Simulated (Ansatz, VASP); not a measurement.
SnSe in VASP and in Ansatz

```
Sn Se
1.0
    11.42000    0.00000    0.00000
     0.00000    4.19000    0.00000
     0.00000    0.00000    4.46000
Sn Se
4 4
Direct
  0.11784 0.25000 0.10276
  0.38216 0.75000 0.60276
  0.61784 0.25000 0.39724
  0.88216 0.75000 0.89724
  0.35793 0.25000 0.02073
  0.14207 0.75000 0.52073
  0.85793 0.25000 0.47927
  0.64207 0.75000 0.97927
```

Alike in both runs: functional PBE; k mesh 3 × 7 × 6; occupations fermi-dirac, width 0.02 eV; no spin polarisation.

Ansatz relaxed the structure, and its values are those at the end. VASP's run is a single point on that final structure, the one shown.

|  | VASP | Ansatz |
| --- | --- | --- |
| version | VASP 6.6.1 | Ansatz 0.2.0 |
| potentials or method | VASP PAW PBE potentials, release 64 (Sn_d, Se) | plane-wave PAW, scalar-relativistic |
| plane-wave cutoff (eV) | 520 | 420 |
| valence electrons in the cell | 80 | 120 |

|  | VASP | Ansatz | Ansatz less VASP |
| --- | --- | --- | --- |
| pressure (GPa) | 1.7 | 1.7 | -0.03 |
| rms of the force components (eV/Å) | 0.008 | 0.003 | -0.0052 |

VASP's potentials hold 80 valence electrons a cell and Ansatz's 120, so a difference there can come from the potentials and not from the codes. Ansatz's warnings: stress scf threshold loose.
